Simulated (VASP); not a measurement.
# SiGe (P6_3mc) in VASP: a series of runs, part 2 of 2

VASP 6.6.1.

## 5. Single point, PBEsol

This run uses another cell than the first one, of 21.22 Å³/atom, 1.031 times its volume.

File INCAR:

```
  PREC = Accurate
  ENCUT = 520
  EDIFF = 1E-6
  ISMEAR = 0
  SIGMA = 0.02
  LREAL = False
  LASPH = True
  NELM = 80
  ALGO = Normal
  ISIF = 2
  LWAVE = False
  LCHARG = False
  GGA = PS
  NBANDS = 26
```

File KPOINTS:

```
regular mesh
0
Gamma
  12 12 6
```

File POSCAR:

```
SiGe
1.0
    3.9005969071      0.0000000000      0.0000000000
   -1.9502984535      3.3780160114      0.0000000000
    0.0000000000      0.0000000000      6.4433927750
Si Ge
2 2
Direct
    0.6666666667      0.3333333333      0.8745463427
    0.3333333333      0.6666666667      0.3745463427
    0.6666666667      0.3333333333      0.5004526573
    0.3333333333      0.6666666667      0.0004526573
```

Potentials or basis: VASP PAW PBE potentials, release 64 (Si, Ge_d).

Command:

```
cat potpaw_PBE.64/Si/POTCAR potpaw_PBE.64/Ge_d/POTCAR > POTCAR
mpirun -np 1 vasp_std > vasp.out
```

OUTCAR:

```text
PREC = Accurate
   ENCUT = 520
   EDIFF = 1E-6
   ISMEAR = 0
   LREAL = False
   LASPH = True
   NELM = 80
   ISIF = 2
   GGA = PS

 ion  position               nearest neighbor table
   1  0.667  0.333  0.875-   4 2.39   4 2.39   4 2.39   3 2.41
   2  0.333  0.667  0.375-   3 2.39   3 2.39   3 2.39   4 2.41
   3  0.667  0.333  0.500-   2 2.39   2 2.39   2 2.39   1 2.41
   4  0.333  0.667  0.000-   1 2.39   1 2.39   1 2.39   2 2.41

  LATTYP: Found a hexagonal cell.
 ALAT       =     3.9005969071
 C/A-ratio  =     1.6518991653

  Lattice vectors:

 A1 = (   3.9005969071,   0.0000000000,   0.0000000000)
 A2 = (  -1.9502984535,   3.3780160114,   0.0000000000)
 A3 = (   0.0000000000,   0.0000000000,   6.4433927750)

Analysis of symmetry for initial positions (statically):
=====================================================================
 Subroutine PRICEL returns:
 Original cell was already a primitive cell.

 Routine SETGRP: Setting up the symmetry group for a
[... 166 lines left out ...]

 Free energy of the ion-electron system (eV)
  ---------------------------------------------------
  ext. energy  EPLUGINS =         0.00000000
  ---------------------------------------------------
  free energy    TOTEN  =       -21.26127956 eV

  energy without entropy =      -21.26127956  energy(sigma->0) =      -21.26127956

 E-fermi :   5.6722     XC(G=0):  -9.8804

 val. band max:        5.5574402683   @ k =   0.0000   0.0000   0.0000
 cond. band min:       5.9052394736   @ k =   0.5000   0.0000   0.0000
 fundamental gap:      0.3477992053
 Fermi energy:         5.6722133528

 k-point     1 :       0.0000    0.0000    0.0000
  band No.  band energies     occupation
      1     -18.9678      2.00000
      2     -18.9677      2.00000
      3     -18.9645      2.00000
      4     -18.9645      2.00000
      5     -18.9616      2.00000
      6     -18.9616      2.00000
[... 685 lines left out ...]
     25      12.5617      0.00000
     26      12.9682      0.00000

 [... further k-points ...]
[... 5 lines left out ...]
  --------------------------------------------------------------------------------------
  -------------------------------------------------------------------------------------
  Total       -0.0118236     -0.0118236     -0.0076683     -0.0000000      0.0000000      0.0000000
  in kB       -0.2231267     -0.2231267     -0.1447107     -0.0000000      0.0000000      0.0000000
  external PRESSURE =      -0.1969880 kB  Pullay stress =       0.0000000 kB

 VOLUME and BASIS-vectors are now :
 -----------------------------------------------------------------------------
  energy-cutoff  :      520.00
  volume of cell :       84.90
      direct lattice vectors                 reciprocal lattice vectors
     3.900596907  0.000000000  0.000000000     0.256371018  0.148015876  0.000000000
    -1.950298454  3.378016011  0.000000000     0.000000000  0.296031753  0.000000000
     0.000000000  0.000000000  6.443392775     0.000000000  0.000000000  0.155197741

 POSITION                                       TOTAL-FORCE (eV/Angst)
 -----------------------------------------------------------------------------------
      1.95030      1.12601      5.63505         0.000000     -0.000000     -0.000609
     -0.00000      2.25201      2.41335        -0.000000      0.000000     -0.000609
      1.95030      1.12601      3.22461         0.000000      0.000000      0.000609
     -0.00000      2.25201      0.00292        -0.000000      0.000000      0.000609
 -----------------------------------------------------------------------------------
    total drift:                                0.000000      0.000000      0.001094

  FREE ENERGIE OF THE ION-ELECTRON SYSTEM (eV)
  ---------------------------------------------------
  free  energy   TOTEN  =       -21.2612795582 eV

  energy  without entropy=      -21.2612795582  energy(sigma->0) =      -21.26127956
```

OSZICAR:

```text
N       E                     dE             d eps       ncg     rms          rms(c)
DAV:   1     0.263464745567E+03    0.26346E+03   -0.17594E+04  4676   0.297E+03
DAV:   2     0.212890494281E+02   -0.24218E+03   -0.23340E+03  4016   0.643E+02
DAV:   3    -0.199577584297E+02   -0.41247E+02   -0.40804E+02  4808   0.154E+02
DAV:   4    -0.216002099128E+02   -0.16425E+01   -0.16394E+01  4708   0.337E+01
DAV:   5    -0.216348975605E+02   -0.34688E-01   -0.34677E-01  4852   0.560E+00    0.583E+00
DAV:   6    -0.213807114499E+02    0.25419E+00   -0.10456E-01  4560   0.240E+00    0.339E+00
DAV:   7    -0.212587328111E+02    0.12198E+00   -0.18273E-01  4312   0.274E+00    0.221E-01
DAV:   8    -0.212609741561E+02   -0.22413E-02   -0.16488E-02  4904   0.135E+00    0.109E-01
DAV:   9    -0.212611634534E+02   -0.18930E-03   -0.41331E-04  5120   0.178E-01    0.808E-02
DAV:  10    -0.212612574901E+02   -0.94037E-04   -0.95100E-05  4554   0.865E-02    0.239E-02
DAV:  11    -0.212612778929E+02   -0.20403E-04   -0.20273E-05  4246   0.242E-02    0.441E-03
DAV:  12    -0.212612793848E+02   -0.14919E-05   -0.18100E-06  4126   0.115E-02    0.194E-03
DAV:  13    -0.212612795582E+02   -0.17340E-06   -0.26014E-07  2704   0.468E-03
   1 F= -.21261280E+02 E0= -.21261280E+02  d E =-.130144E-18
```

It took 64 s on 1 thread of Intel Xeon 6975P-C (Granite Rapids), shared host; peak memory 0.28 GiB.

What came out:

```
Free energy            : -21.2613 eV
Pressure               : 0.0 GPa
Band gap on the k mesh : 0.35 eV, indirect (least direct gap 0.41 eV)
```

Caveat: the PAW data sets were made with another functional, which shifts forces and pressure a little. A k mesh can miss the band edges.

## 6. Single point, PBEsol

This run uses another cell than the first one, of 21.22 Å³/atom, 1.031 times its volume.

File INCAR:

```
PREC = Accurate
ENCUT = 520
EDIFF = 1E-6
ISMEAR = 0
SIGMA = 0.02
LREAL = F
LASPH = T
NELM = 80
ALGO = Normal
ISIF = 2
LWAVE = F
LCHARG = F
GGA = PS
NBANDS = 26
```

KPOINTS is that of step 5.

Changes to POSCAR since step 5:

```diff
@@ -3,3 +3,3 @@
     3.9005969071      0.0000000000      0.0000000000
-   -1.9502984535      3.3780160114      0.0000000000
+   -1.9502984535      3.3780160115      0.0000000000
     0.0000000000      0.0000000000      6.4433927750
```

Potentials or basis: VASP PAW PBE potentials, release 64 (Si, Ge_d).

Command:

```
cat potpaw_PBE.64/Si/POTCAR potpaw_PBE.64/Ge_d/POTCAR > POTCAR
mpirun -np 1 vasp_std > vasp.out
```

Wall time 67 s (1 thread of Intel Xeon 6975P-C (Granite Rapids), shared host); peak memory 0.28 GiB.

Results (log left out):

```yaml
Free_energy: -21.2613 eV
Pressure: 0.0 GPa
Band_gap_on_the_k_mesh: 0.35 eV, indirect (least direct gap 0.41 eV)
```

Levels at points of the mesh, in eV from the valence-band top:
```
           k point  band 16  band 17  band 18  band 19  band 20  band 21
(0.00, 0.00, 0.00)    -0.32     0.00     0.00     0.41     1.49     2.03
(0.50, 0.00, 0.00)    -3.18    -3.04    -1.53     0.35     1.97     3.19
(0.00, 0.00, 0.50)    -0.97    -0.97    -0.97     1.21     1.21     3.08
(0.50, 0.00, 0.50)    -2.61    -2.53    -2.53     0.62     0.62     1.77
```

Caveat: the PAW data sets were made with another functional, which shifts forces and pressure a little.
